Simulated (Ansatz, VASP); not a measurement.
**One calculation of C, two programs**

```xyz
4
Lattice="2.5050 0.0000 0.0000 -1.2525 2.1694 0.0000 0.0000 0.0000 4.1190" Properties=species:S:1:pos:R:3 pbc="T T T"
C     0.0000    1.4462   -0.0012
C     1.2525    0.7231    2.0583
C     0.0000    1.4462    1.5417
C     1.2525    0.7231    3.6012
```

Change from the starting cell: strained cell.

Alike in both runs: functional PBEsol; k mesh 9 × 9 × 6; occupations gaussian, width 0.02 eV; no spin polarisation.

Ansatz relaxed the structure, and its values are those at the end. VASP's run is a single point on that final structure, the one shown.

|  | VASP | Ansatz |
| --- | --- | --- |
| version | VASP 6.6.1 | Ansatz 0.2.0 |
| potentials or method | VASP PAW PBE potentials, release 64 (C_h), cutoff 910 eV | scalar-relativistic, plane waves, PAW |
| valence electrons in the cell | 16 | 16 |

Ansatz gave:

* gap on the k mesh at the Fermi level (eV): 3.07
* least direct gap on the mesh (eV): 4.78

Q: What did VASP give for the same quantities?

A: gap on the k mesh at the Fermi level (eV): 3.05; least direct gap on the mesh (eV): 4.78.

VASP's potentials were made for PBE, not for PBEsol, and Ansatz warns of the same on its side. Ansatz's warnings: stress scf threshold loose.

Noted on VASP's run: the cutoff is short for stress, so the pressure is rough.
